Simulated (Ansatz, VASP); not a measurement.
## AgI: VASP beside Ansatz

Contents of POSCAR:

```
AgI
1.0
    4.6507453634      0.0000000000      0.0000000000
   -2.3253726817      4.0276636312      0.0000000000
    0.0000000000      0.0000000000      7.5997061756
Ag I
2 2
Direct
    0.6666666667      0.3333333333      0.6275234352
    0.3333333333      0.6666666667      0.1275234352
    0.6666666667      0.3333333333      0.0024765648
    0.3333333333      0.6666666667      0.5024765648
```

INCAR.step1

```
  ALGO = Normal
  EDIFF = 1E-5
  ENCUT = 400
  GGA = PE
  GGA_COMPAT = False
  ISIF = 2
  ISMEAR = 0
  KPAR = 4
  LASPH = True
  LCHARG = False
  LREAL = False
  LWAVE = True
  NBANDS = 26
  NELM = 120
  PREC = Accurate
  SIGMA = 0.01
```

The input INCAR.step2:

```
  AEXX = 0.25
  ALGO = Normal
  EDIFF = 1E-6
  ENCUT = 400
  GGA = PE
  GGA_COMPAT = False
  ISIF = 2
  ISMEAR = 0
  ISTART = 1
  KPAR = 4
  LASPH = True
  LCHARG = False
  LHFCALC = True
  LREAL = False
  LWAVE = False
  NBANDS = 26
  NELM = 120
  PREC = Accurate
  PRECFOCK = Normal
  SIGMA = 0.01
```

Contents of KPOINTS:

```
k-points
0
Gamma
  6 6 2
```

Input for Ansatz:

```yaml
crystal:
  lattice:
    - [4.6507453634, 0.0, 0.0]
    - [-2.3253726817, 4.0276636312, 0.0]
    - [0.0, 0.0, 7.5997061756]
  atoms:
    - { symbol: Ag, position: [0.6666666667, 0.3333333333, 0.6275234352] }
    - { symbol: Ag, position: [0.3333333333, 0.6666666667, 0.1275234352] }
    - { symbol: I, position: [0.6666666667, 0.3333333333, 0.0024765648] }
    - { symbol: I, position: [0.3333333333, 0.6666666667, 0.5024765648] }
kpoints:
  mp_grid: { grid: [6, 6, 2] }
  band_path:
    path:
      - [0.0, 0.0, 0.0]
      - [0.5, 0.0, 0.0]
      - [0.3333333333, 0.3333333333, 0.0]
      - [0.0, 0.0, 0.5]
      - [0.5, 0.0, 0.5]
      - [0.3333333333, 0.3333333333, 0.5]
    npoints: 1
hamiltonian:
  xc: pbe0
scf:
  occupations: { method: fixed }
  n_extra_bands: 5
output:
  forces: true
  stress: true
  eigenvalues: true
```

Alike in both runs: task single point; functional PBE0; k mesh 6 × 6 × 2; no spin polarisation.

|  | VASP | Ansatz |
| --- | --- | --- |
| version | VASP 6.6.1 | Ansatz 0.2.0 |
| potentials or method | VASP PAW PBE potentials, release 64 (Ag, I) | plane waves, PAW |
| plane-wave cutoff (eV) | 400 | 420 |
| occupations | gaussian, width 0.01 eV | fixed |
| valence electrons in the cell | 36 | 72 |

```tsv
	VASP	Ansatz	Ansatz less VASP
gap on the k mesh at the Fermi level (eV)	3.18	3.19	+0.016
pressure (GPa)	0.2	0.4	+0.25
```

VASP's potentials hold 36 valence electrons a cell and Ansatz's 72, so a difference there can come from the potentials and not from the codes. Ansatz's warnings: stress exchange threshold loose, stress scf threshold loose.

Spin-orbit coupling is off throughout.
